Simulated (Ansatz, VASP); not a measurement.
One calculation of Rh3N4, two programs

```
CELL_PARAMETERS angstrom
4.19795 0.00000 0.00000
0.00000 4.19795 0.00000
0.00000 0.00000 4.19795
ATOMIC_POSITIONS crystal
Rh 0.50000 0.50000 0.00000
Rh 0.00000 0.50000 0.50000
Rh 0.50000 0.00000 0.50000
N 0.50000 0.50000 0.50000
N 0.50000 0.00000 0.00000
N 0.00000 0.50000 0.00000
N 0.00000 0.00000 0.50000
```

Change from the starting cell: species swapped into the W3N4 type (Pm-3m, No. 221).

Alike in both runs: functional PBE; k mesh 10 × 10 × 10; occupations gaussian, width 0.1 eV; collinear spin.

Ansatz relaxed the structure, and its values are those at the end. VASP's run is a single point on that final structure, the one shown.

```csv
,VASP,Ansatz
version,VASP 6.6.1,Ansatz 0.2.0
potentials or method,"VASP PAW PBE potentials, release 64 (Rh_pv, N), cutoff 520 eV","scalar-relativistic, plane waves, PAW"
valence electrons in the cell,65,71
```

|  | VASP | Ansatz | Ansatz less VASP |
| --- | --- | --- | --- |
| gap on the k mesh at the Fermi level (eV) | none | none | - |
| pressure (GPa) | 0.0 | 0.0 | +0.02 |
| net moment per atom (μB) | 0.00 | 0.00 | 0.000 |

A gap of «none» marks a metal or a gap that the smearing closes. VASP's potentials hold 65 valence electrons a cell and Ansatz's 71, so a difference there can come from the potentials and not from the codes. Ansatz's warnings: seeded moment not kept.
